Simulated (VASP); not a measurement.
# Ga (Cmcm) in VASP: further runs, part 3 of 3

VASP 6.6.1.

**4. Relaxation of cell and atoms, PBEsol, target pressure 5 GPa, at which the enthalpy is minimised**

File INCAR:

```
SYSTEM = Ga
  PREC = Accurate
  ENCUT = 600
  EDIFF = 1E-7
  ISMEAR = -1
  SIGMA = 0.05
  LREAL = .FALSE.
  LASPH = .TRUE.
  NELM = 80
  ALGO = Fast
  ISIF = 3
  LWAVE = .FALSE.
  LCHARG = .FALSE.
  GGA = PS
  IBRION = 2
  NSW = 60
  EDIFFG = -0.01
  PSTRESS = 50.0
```

File KPOINTS:

```
regular mesh
0
G
  10 10 8
  0 0 0
```

File POSCAR:

```
Ga
1.0
    1.4500000000     -4.0650000000      0.0000000000
    1.4500000000      4.0650000000      0.0000000000
    0.0000000000      0.0000000000      3.1700000000
Ga
2
Direct
    0.1330000000      0.8670000000      0.7500000000
    0.8670000000      0.1330000000      0.2500000000
```

Potentials or basis: VASP PAW PBE potentials, release 64 (Ga_d).

Started as:

```bash
$ cat potpaw_PBE.64/Ga_d/POTCAR > POTCAR
$ mpirun -np 1 vasp_std > vasp.out
```

OUTCAR:

```text
SYSTEM = Ga
   PREC = Accurate
   ENCUT = 600
   EDIFF = 1E-7
   ISMEAR = -1
   LREAL = .FALSE.
   LASPH = .TRUE.
   NELM = 80
   ISIF = 3
   GGA = PS
   IBRION = 2
   NSW = 60
   EDIFFG = -0.01
   PSTRESS = 50.0

 ion  position               nearest neighbor table
   1  0.133  0.867  0.750-   2 2.68   2 2.68   2 2.87   2 2.87   2 2.87   2 2.87
   2  0.867  0.133  0.250-   1 2.68   1 2.68   1 2.87   1 2.87   1 2.87   1 2.87

  LATTYP: Found a base centered orthorhombic cell.
 ALAT       =     2.9000000000
 B/A-ratio  =     2.8034482759
 C/A-ratio  =     1.0931034483

  Lattice vectors:

 A1 = (   1.4500000000,  -4.0650000000,   0.0000000000)
 A2 = (   1.4500000000,   4.0650000000,   0.0000000000)
 A3 = (   0.0000000000,   0.0000000000,   3.1700000000)

Analysis of symmetry for initial positions (statically):
=====================================================================
 Subroutine PRICEL returns:
 Original cell was already a primitive cell.

 Routine SETGRP: Setting up the symmetry group for a
 base centered orthorhombic supercell.

 Subroutine GETGRP returns: Found  8 space group operations
 (whereof  4 operations were pure point group operations)
 out of a pool of  8 trial point group operations.

The static configuration has the point symmetry C_2h.
 The point group associated with its full space group is D_2h.

Analysis of symmetry for dynamics (positions and initial velocities):
=====================================================================
 Subroutine PRICEL returns:
 Original cell was already a primitive cell.

 Routine SETGRP: Setting up the symmetry group for a
 base centered orthorhombic supercell.

 Subroutine GETGRP returns: Found  8 space group operations
 (whereof  4 operations were pure point group operations)
 out of a pool of  8 trial point group operations.

The dynamic configuration has the point symmetry C_2h.
 The point group associated with its full space group is D_2h.

 Subroutine INISYM returns: Found  8 space group operations
 (whereof  4 operations are pure point group operations),
 and found     1 'primitive' translations

----------------------------------------------------------------------------------------

                                     Primitive cell

  volume of cell :      37.3695

  direct lattice vectors                    reciprocal lattice vectors
     1.450000000 -4.065000000  0.000000000     0.344827586 -0.123001230  0.000000000
     1.450000000  4.065000000  0.000000000     0.344827586  0.123001230  0.000000000
     0.000000000  0.000000000  3.170000000     0.000000000  0.000000000  0.315457413

  length of vectors
     4.315868974  4.315868974  3.170000000     0.366108409  0.366108409  0.315457413

  position of ions in fractional coordinates (direct lattice)
     0.133000000  0.867000000  0.750000000
     0.867000000  0.133000000  0.250000000

  ion indices of the primitive-cell ions
   primitive index   ion index
                 1           1
                 2           2

----------------------------------------------------------------------------------------

 KPOINTS: regular mesh

Automatic generation of k-mesh.
 Grid dimensions read from file:
 generate k-points for:   10   10    8
[... 21 lines left out ...]
  0.000000  0.000000  0.000000      1.000000
  0.100000  0.000000  0.000000      4.000000
  0.200000  0.000000  0.000000      4.000000
  0.300000  0.000000  0.000000      4.000000
  0.400000 -0.000000  0.000000      4.000000
  0.500000  0.000000  0.000000      2.000000
[... 16 lines left out ...]
  0.300000  0.300000  0.000000      2.000000
  0.400000  0.300000  0.000000      4.000000
 [... further k-points ...]
   k-points           NKPTS =    155   k-points in BZ     NKDIM =    155   number of bands    NBANDS=     17
   number of dos      NEDOS =    301   number of ions     NIONS =      2
   total plane-waves  NPLWV =  36288
   dimension x,y,z NGX =    36 NGY =   36 NGZ =   28
   dimension x,y,z NGXF=    72 NGYF=   72 NGZF=   56
   ions per type =               2
   NGX,Y,Z   is equivalent  to a cutoff of  13.87, 13.87, 14.68 a.u.
   NGXF,Y,Z  is equivalent  to a cutoff of  27.73, 27.73, 29.37 a.u.
 SYSTEM =  Ga
   PREC   = accura    normal or accurate (medium, high low for compatibility)
   ISTART =      0    job   : 0-new  1-cont  2-samecut
   ICHARG =      2    charge: 1-file 2-atom 10-const
   ISPIN  =      1    spin polarized calculation?
   LNONCOLLINEAR =      F non collinear calculations
   LSORBIT =      F    spin-orbit coupling
   LASPH  =      T    aspherical Exc in radial PAW
   ENCUT  =  600.0 eV  44.10 Ry    6.64 a.u.   8.62  8.62  6.33*2*pi/ulx,y,z
   NELM   =     80;   NELMIN=  2; NELMDL= -5     # of ELM steps
   EDIFF  = 0.1E-06   stopping-criterion for ELM
   LREAL  =      F    real-space projection
   EDIFFG = -.1E-01   stopping-criterion for IOM
   NSW    =     60    number of steps for IOM
   IBRION =      2    ionic relax: 0-MD 1-quasi-New 2-CG
   NFREE  =      1    steps in history (QN), initial steepest desc. (CG)
   ISIF   =      3    stress and relaxation
   ISYM   =      2    0-nonsym 1-usesym 2-fastsym
   POTIM  = 0.5000    time-step for ionic-motion
   TEBEG  =    0.0;   TEEND  =   0.0 temperature during run
   PSTRESS=   50.0 pullay stress
   NELECT =      26.0000    total number of electrons
   NUPDOWN=      -1.0000    fix difference up-down
   EMIN   =  10.00;   EMAX   =-10.00  energy-range for DOS
   EFERMI =   0.00;   METHOD = LEGACY
   ISMEAR =    -1;   SIGMA  =   0.05  broadening in eV -4-tet -1-fermi 0-gaus
   EFERMI_NEDOS =   21; number of points for ismear=-14 and -15
   IALGO  =     68    algorithm
   IMIX   =      4    mixing-type and parameters
     AMIX     =   0.40;   BMIX     =  1.00
     AMIX_MAG =   1.60;   BMIX_MAG =  1.00
  volume/ion in A,a.u.               =      18.68       126.09
  Fermi-wavevector in a.u.,A,eV,Ry     =   1.450641  2.741314 28.631555  2.104360
  Thomas-Fermi vector in A             =   2.568230
   LORBIT       =      0    0 simple, 1 ext, 2 COOP (PROOUT), +10 PAW based schemes
   GGA     = PS    functional components
   LHFCALC =     F    Hartree Fock is set to
   AEXX    =    0.0000 exact exchange contribution
   IVDW    =     0    specifies the selected vdW correction
   LEPSILON=     F    determine dielectric tensor
   LRPA    =     F    only Hartree local field effects (RPA)
 conjugate gradient relaxation of ions
 non-spin polarized calculation
 RMM-DIIS sequential band-by-band and
  energy-cutoff  :      600.00
  volume of cell :       37.37
 maximum number of plane-waves:      1273
   NGX = 17   NGY = 17   NGZ = 13

--------------------------------------- Ionic step        1  -------------------------------------------

 number of electron      26.0000010 magnetization

 Free energy of the ion-electron system (eV)
  ---------------------------------------------------
  ext. energy  EPLUGINS =         0.00000000
  ---------------------------------------------------
  free energy    TOTEN  =        -6.68051411 eV

  energy without entropy =       -6.67745176  energy(sigma->0) =       -6.67898293

------------------------ aborting loop because EDIFF is reached ----------------------------------------

  FORCE on cell =-STRESS in cart. coord.  units (eV):
  Direction    XX          YY          ZZ          XY          YZ          ZX
  --------------------------------------------------------------------------------------
  -------------------------------------------------------------------------------------
  Total       -0.8649240     -0.4076602     -0.1860118      0.0000000     -0.0000000      0.0000000
  in kB      -37.0826467    -17.4779755     -7.9750478      0.0000000     -0.0000000      0.0000000
  external PRESSURE =     -70.8452233 kB  Pullay stress =      50.0000000 kB
[... 253 lines left out ...]
--------------------------------------- Ionic step        8  -------------------------------------------

 number of electron      26.0000001 magnetization

 Free energy of the ion-electron system (eV)
  ---------------------------------------------------
  ext. energy  EPLUGINS =         0.00000000
  ---------------------------------------------------
  free energy    TOTEN  =        -6.66404022 eV

  energy without entropy =       -6.65971827  energy(sigma->0) =       -6.66187924

 E-fermi :   6.6732     XC(G=0): -11.7238

 val. band max:        6.6600439743   @ k =   0.4000  -0.0000   0.5000
 cond. band min:       6.6908163967   @ k =   0.5000   0.5000   0.2500
 fundamental gap:      0.0307724224
 Fermi energy:         6.6732335775

 k-point     1 :       0.0000    0.0000    0.0000
  band No.  band energies     occupation
      1      -8.7558      2.00000
      2      -8.7074      2.00000
      3      -8.6601      2.00000
      4      -8.6410      2.00000
      5      -8.3535      2.00000
      6      -8.3317      2.00000
[... 457 lines left out ...]
      4      -8.4890      2.00000
      5      -8.4521      2.00000
      6      -8.4370      2.00000
[... 9 lines left out ...]
     16      14.3439      0.00000
     17      14.3664      0.00000

 [... further k-points ...]
[... 5 lines left out ...]
  --------------------------------------------------------------------------------------
  -------------------------------------------------------------------------------------
  Total        1.0355333      1.0422024      1.0451660      0.0000000      0.0000000      0.0000000
  in kB       49.5593933     49.8785697     50.0204011      0.0000000      0.0000000      0.0000000
  external PRESSURE =      -0.1805453 kB  Pullay stress =      50.0000000 kB
[... 21 lines left out ...]
  energy  without entropy=       -6.6597182718  energy(sigma->0) =       -6.66187924

  enthalpy is  TOTEN    =        -5.6193005390 eV   P V=        1.0447396792

 reached required accuracy - stopping structural energy minimisation
```

OSZICAR:

```text
N       E                     dE             d eps       ncg     rms          rms(c)
DAV:   1     0.116463948871E+03    0.11646E+03   -0.15052E+04  5334   0.315E+03
DAV:   2     0.794730367998E+00   -0.11567E+03   -0.11441E+03  5614   0.390E+02
[... 73 lines left out ...]
DAV:   1    -0.666421320992E+01   -0.11088E-03   -0.15283E-02  5805   0.103E+00    0.828E-02
RMM:   2    -0.666409705945E+01    0.11615E-03   -0.36308E-04  6089   0.266E-01    0.482E-02
RMM:   3    -0.666403787573E+01    0.59184E-04   -0.16974E-04  6794   0.132E-01    0.519E-03
RMM:   4    -0.666404004466E+01   -0.21689E-05   -0.24730E-05  7326   0.502E-02    0.321E-03
RMM:   5    -0.666404018333E+01   -0.13867E-06   -0.26771E-06  6545   0.171E-02    0.776E-04
RMM:   6    -0.666404021819E+01   -0.34857E-07   -0.50838E-07  4252   0.817E-03
   8 F= -.56193005E+01 E0= -.56171396E+01  d E =-.151987E-03
```

CONTCAR:

```text
Ga
   1.00000000000000
     1.3687379799571207   -3.9532553683831093    0.0000000000000000
     1.3687379799571207    3.9532553683831093   -0.0000000000000000
     0.0000000000000000   -0.0000000000000000    3.0934527311876163
  Ga
     2
Direct
     0.1346460297224141    0.8653539702775860    0.7500000000000000
     0.8653539702775860    0.1346460297224141    0.2500000000000000

  0.00000000E+00  0.00000000E+00  0.00000000E+00
  0.00000000E+00  0.00000000E+00  0.00000000E+00
```

Wall time 12 min (1 thread of Intel Xeon Platinum 8259CL at 2.50GHz (Skylake/Cascade Lake), shared host); peak memory 0.27 GiB.

Results:

```yaml
Free_energy: -6.6640 eV
Relaxed_volume: 16.74 Å³/atom
Relaxed_cell: a = 4.183 Å, b = 4.183 Å, c = 3.093 Å, α = 90.00°, β = 90.00°, γ = 141.81°
Space_group_after_relaxing_to_0.1_Å: Cmcm (No. 63)
Energy_change_on_relaxing_the_run_minimises_the_enthalpy: +8.2 meV/atom
Ionic_steps: 8
Pressure_after_relaxing: 5.0 GPa
Largest_force_after_relaxing: 0.009 eV/Å
Band_gap_on_the_k_mesh: zero (bands 13 and 14 overlap by 9.78 eV)
```

Forces in eV/Å, atoms in the order of the input:
```
Ga   0.000  0.009  0.000
Ga   0.000 -0.009  0.000
```

Step by step:
| step | energy change (eV) | largest force (eV/Å) | pressure (GPa) | volume (Å³) |
| --- | --- | --- | --- | --- |
| 1 | 0.0000 | 0.2101 | -2.08 | 37.37 |
| 2 | 0.0337 | 0.0858 | 6.28 | 33.07 |
| 3 | 0.0209 | 0.1016 | 5.25 | 33.45 |
| 4 | 0.0169 | 0.0009 | 5.02 | 33.48 |
| 5 | 0.0164 | 0.0365 | 4.98 | 33.49 |
| 6 | 0.0164 | 0.0304 | 4.99 | 33.48 |
| 7 | 0.0164 | 0.0186 | 4.99 | 33.48 |
| 8 | 0.0165 | 0.0086 | 4.98 | 33.48 |

Final structure:
```
CELL_PARAMETERS angstrom
1.36874 -3.95326 0.00000
1.36874 3.95326 0.00000
0.00000 0.00000 3.09345
ATOMIC_POSITIONS crystal
Ga 0.13465 0.86535 0.75000
Ga 0.86535 0.13465 0.25000
```

Levels at points of the mesh, in eV from the Fermi level:
| k point | band 10 | band 11 | band 12 | band 13 | band 14 | band 15 | band 16 | band 17 |
| --- | --- | --- | --- | --- | --- | --- | --- | --- |
| (0.00, 0.00, 0.00) | -14.77 | -12.24 | -2.80 | -1.67 | 2.60 | 6.48 | 9.05 | 10.25 |
| (0.50, 0.00, 0.00) | -14.82 | -6.80 | -5.94 | -2.09 | -0.28 | 6.94 | 7.20 | 9.54 |
| (0.50, 0.50, 0.00) | -14.83 | -10.17 | -9.27 | 4.90 | 5.96 | 6.92 | 7.32 | 7.38 |
| (0.00, 0.00, 0.50) | -14.85 | -8.15 | -8.15 | 1.57 | 1.57 | 2.50 | 2.50 | 11.90 |
| (0.50, 0.00, 0.50) | -14.81 | -3.06 | -3.06 | -1.79 | -1.79 | 1.89 | 1.89 | 4.40 |
| (0.50, 0.50, 0.50) | -14.93 | -6.13 | -6.13 | -4.88 | -4.88 | 11.04 | 11.04 | 12.20 |

Caveat: the cell is relaxed towards a set pressure, so the run minimises the enthalpy, not the energy; the PAW data sets were made with another functional, which shifts forces and pressure a little.

**5. The runs side by side**

| cell | gap on the mesh (eV) | pressure (GPa) | largest force (eV/Å) |
| --- | --- | --- | --- |
| relaxed | none | 0.0 | 0.01 |
| relaxed to 2 GPa | none | 2.0 | - |
| relaxed to 5 GPa | none | 5.0 | 0.01 |

Alike in all rows: task relaxation of cell and atoms; level PBEsol; potentials or basis VASP PAW PBE potentials, release 64 (Ga_d); no spin polarisation; k mesh 10 × 10 × 8; cutoff (eV) 600; smearing fermi-dirac 0.05 eV.

Caveats: the PAW data sets were made with another functional, which shifts forces and pressure a little; the cell is relaxed towards a set pressure, so the run minimises the enthalpy, not the energy (at least some runs).

Absolute energies hang on the potentials; compare differences alone.
